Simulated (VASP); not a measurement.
**CuO: single point with PBE+U**

Crystal: CuO.

```
Cu O
1.0
     1.99097   -2.15355    0.00000
     1.99097    2.15355    0.00000
     0.00000    0.00000    5.15593
Cu O
2 2
Direct
  0.00000 0.50000 0.00000
  0.50000 0.00000 0.50000
  0.50000 0.50000 0.25000
  0.50000 0.50000 0.75000
```

```
Program             : VASP 6.6.1
Task                : single point
Functional          : PBE
Potentials or basis : VASP PAW PBE potentials, release 64 (Cu, O)
Cutoff              : 520 eV
k mesh              : 14 × 14 × 8
Occupations         : gaussian, width 0.1 eV
Spin                : collinear spin
Starting moments    : [1.0, 1.0, 0.0, 0.0] μB
Hubbard terms       : Cu d U = 4.0 eV
```

| Quantity | Value |
| --- | --- |
| Pressure | 0.9 GPa |
| Net moment | 1.96 μB per cell |
| Site moments | Cu +0.63; O +0.31 μB |
| Valence electrons inside the program's atomic spheres | Cu 9.91; O 4.99 |

Stress tensor (GPa, compression positive):
```
 0.37  0.00  0.00
 0.00 -0.19  0.00
 0.00  0.00  2.51
```

Levels at points of the mesh, in eV from the Fermi level:
Spin up:
| k point | band 16 | band 17 | band 18 | band 19 | band 20 | band 21 |
| --- | --- | --- | --- | --- | --- | --- |
| (0.00, 0.00, 0.00) | -2.19 | -0.36 | -0.19 | 1.33 | 6.42 | 7.32 |
| (0.50, 0.00, 0.00) | -2.05 | -0.67 | -0.45 | 4.00 | 6.03 | 6.69 |
| (0.50, 0.50, 0.00) | -2.48 | -2.29 | 0.21 | 2.52 | 7.57 | 9.23 |
| (0.00, 0.00, 0.50) | -2.15 | -0.90 | -0.90 | 3.48 | 3.48 | 11.85 |
| (0.50, 0.00, 0.50) | -2.55 | -1.42 | -0.29 | 4.68 | 5.98 | 8.48 |
| (0.50, 0.50, 0.50) | -2.64 | -1.93 | -1.93 | 4.27 | 4.27 | 10.29 |
Spin down:
| k point | band 13 | band 14 | band 15 | band 16 | band 17 | band 18 | band 19 | band 20 |
| --- | --- | --- | --- | --- | --- | --- | --- | --- |
| (0.00, 0.00, 0.00) | -2.95 | -2.61 | -2.58 | -1.58 | 1.58 | 1.67 | 1.89 | 6.52 |
| (0.50, 0.00, 0.00) | -3.17 | -2.50 | -2.40 | -1.50 | 1.48 | 1.70 | 4.01 | 6.33 |
| (0.50, 0.50, 0.00) | -3.57 | -3.40 | -1.94 | -1.75 | -0.17 | 2.39 | 2.48 | 7.50 |
| (0.00, 0.00, 0.50) | -3.03 | -3.03 | -1.61 | -1.61 | 1.35 | 1.35 | 3.77 | 3.77 |
| (0.50, 0.00, 0.50) | -3.18 | -2.86 | -2.38 | -2.02 | 0.87 | 1.74 | 4.81 | 6.27 |
| (0.50, 0.50, 0.50) | -2.40 | -2.40 | -2.09 | -2.09 | 0.81 | 0.81 | 4.25 | 4.25 |

Eigenvalues of the final occupation matrices:
```csv
site,spin,trace,eigenvalues
site 1 d,1,4.90,0.95 0.97 0.97 0.98 1.03
site 1 d,2,4.26,0.42 0.94 0.96 0.97 0.98
site 2 d,1,4.90,0.95 0.97 0.97 0.98 1.03
site 2 d,2,4.26,0.42 0.94 0.96 0.97 0.98
```

Wall time 25 min on 1 thread of Oxide Virtual Turin-like Processor, with other jobs on the host, peak memory 0.53 GiB.
